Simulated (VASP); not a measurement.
Wanted: the native input for a VASP 6.6.1 run.

* Task: relaxation of cell and atoms
* Functional: PBE
* Potentials or basis: VASP PAW PBE potentials, release 64 (Be)
* Cutoff: 600 eV
* k mesh: 6 × 6 × 6
* Occupations: gaussian, width 0.1 eV
* Spin: no spin polarisation
* Dipole correction: no
* Further INCAR settings: ALGO = Normal; EDIFF = 1e-06; IBRION = 2; EDIFFG = -0.04; NSW = 90; ISIF = 3

The structure of Be lies in POSCAR:

```
Be
1.0
    0.0000000000      3.0195211000      3.0195211000
    3.0195211000      0.0000000000      3.0195211000
    3.0195211000      3.0195211000      0.0000000000
Be
6
Direct
    0.2500000000      0.2500000000      0.2500000000
    0.5000000000      0.5000000000      0.5000000000
    0.8678885100      0.8678885100      0.8678885100
    0.8678885100      0.8678885100      0.3963344800
    0.8678885100      0.3963344800      0.8678885100
    0.3963344800      0.8678885100      0.8678885100
```

The cell was generated, and may not be a known phase.

These files were run (other wordings do the same):

INCAR

```
SYSTEM = Be
PREC = Accurate
ENCUT = 600
EDIFF = 1E-6
ISMEAR = 0
SIGMA = 0.1
LREAL = .FALSE.
LASPH = .TRUE.
NELM = 80
ALGO = Normal
ISIF = 3
LWAVE = .FALSE.
LCHARG = .FALSE.
GGA = PE
IBRION = 2
NSW = 90
EDIFFG = -0.04
```

KPOINTS

```
regular mesh
0
G
  6 6 6
  0 0 0
```

Potentials or basis: VASP PAW PBE potentials, release 64 (Be).

The run is started by

```console
$ cat potpaw_PBE.64/Be/POTCAR > POTCAR
$ mpirun -np 1 vasp_std > vasp.out
```

It gave:

```json
{
  "Relaxed volume": "8.17 Å³/atom",
  "Relaxed cell": "a = 4.108 Å, b = 4.108 Å, c = 4.108 Å, α = 60.00°, β = 60.00°, γ = 60.00°",
  "Space group after relaxing (to 0.1 Å)": "Fd-3m (No. 227)",
  "Energy gained by relaxing": "85.0 meV/atom",
  "Ionic steps": "4",
  "Pressure after relaxing": "-0.1 GPa",
  "Largest force after relaxing": "0.039 eV/Å",
  "Band gap on the k mesh": "zero (bands 6 and 7 overlap by 1.36 eV)"
}
```

Run time: 38 s on 1 thread of Oxide Virtual Turin-like Processor (shared host), peak memory 0.16 GiB.
